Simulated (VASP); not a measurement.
Write the native input for VASP 6.6.1 that does the following.

```
Task                   : single point
Functional             : PBEsol
Dispersion             : D3(BJ)
Potentials or basis    : VASP PAW PBE potentials, release 64 (In_d, O)
Cutoff                 : 520 eV
k mesh                 : 12 × 12 × 4
Occupations            : gaussian, width 0.03 eV
Spin                   : no spin polarisation
Dipole correction      : no
Further INCAR settings : ALGO = Normal; EDIFF = 1e-06; NBANDS = 27
```

The structure of InO lies in POSCAR:

```
InO
1.0
    3.6458667838      0.0000000000      0.0000000000
   -1.8229333919      3.1574132536      0.0000000000
    0.0000000000      0.0000000000     14.2467935377
In O
2 2
Direct
    0.6666666667      0.3333333333      0.5900210000
    0.6666666667      0.3333333333      0.4099790000
    0.0000000000      0.0000000000      0.6398670000
    0.0000000000      0.0000000000      0.3601330000
```

This cell differs from its parent crystal: ratio of the length along z to the lengths across it x 0.85, volume and fractional coordinates fixed.

These files were run (other wordings do the same):

INCAR

```
ALGO = Normal
EDIFF = 1E-6
ENCUT = 520
GGA = PS
ISIF = 2
ISMEAR = 0
IVDW = 12
LASPH = True
LCHARG = False
LREAL = False
LWAVE = False
NBANDS = 27
NELM = 60
PREC = Accurate
SIGMA = 0.03
```

KPOINTS

```
k-points
0
Gamma
  12 12 4
```

Potentials or basis: VASP PAW PBE potentials, release 64 (In_d, O).

Run with:

```bash
$ cat potpaw_PBE.64/In_d/POTCAR potpaw_PBE.64/O/POTCAR > POTCAR
$ mpirun -np 1 vasp_std > vasp.out
```

Results of the run:

```yaml
Largest_force: 2.150 eV/Å
Band_gap_on_the_k_mesh: 0.21 eV (least direct gap 0.79 eV)
Dispersion_energy_per_atom: -0.114 eV
```

Caveat: there is no dipole correction, which matters where the two faces differ; semilocal functionals underestimate gaps, and a narrow one can read as zero; the PAW data sets were made with another functional, which shifts forces and pressure a little; spin-orbit coupling is left out, which moves the levels of the heavy elements.

Run time: 5.4 min on 1 thread of Intel(R) Xeon(R) Platinum 8259CL CPU @ 2.50GHz (Skylake/Cascade Lake), with other jobs on the host, peak memory 0.4 GiB.
